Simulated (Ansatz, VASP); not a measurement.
MgZr2N in VASP and in Ansatz

```xyz
4
Lattice="3.2688 0.0000 0.0000 -1.6344 2.8309 0.0000 0.0000 0.0000 10.0908" Properties=species:S:1:pos:R:3 pbc="T T T"
Mg    0.0000    0.0000    5.0454
Zr    0.0000    0.0000    8.2051
Zr    0.0000    0.0000    1.8857
N     0.0000    0.0000    0.0000
```

Alike in both runs: task relaxation of cell and atoms; functional PBE; k mesh 18 × 18 × 6; occupations gaussian, width 0.1 eV; no spin polarisation.

```csv
,VASP,Ansatz
version,VASP 6.6.1,Ansatz 0.2.0
potentials or method,"VASP PAW PBE potentials, release 64 (Mg, Zr_sv, N), cutoff 600 eV","scalar-relativistic, plane waves, PAW"
valence electrons in the cell,31,39
```

Ansatz gave:

```
gap on the k mesh at the Fermi level, each at its own relaxed structure (eV) : none
relaxed volume (Å³/atom)                                                     : 23.33
relaxed length of the cell vector where the two differ most in proportion (Å)              : 3.269
```

Problem. Estimate VASP's values.

Solution. gap on the k mesh at the Fermi level, each at its own relaxed structure (eV): none; relaxed volume (Å³/atom): 23.28; relaxed length of the cell vector where the two differ most in proportion (Å): 3.265.

A gap of «none» marks a metal or a gap that the smearing closes. VASP's potentials hold 31 valence electrons a cell and Ansatz's 39, so a difference there can come from the potentials and not from the codes.
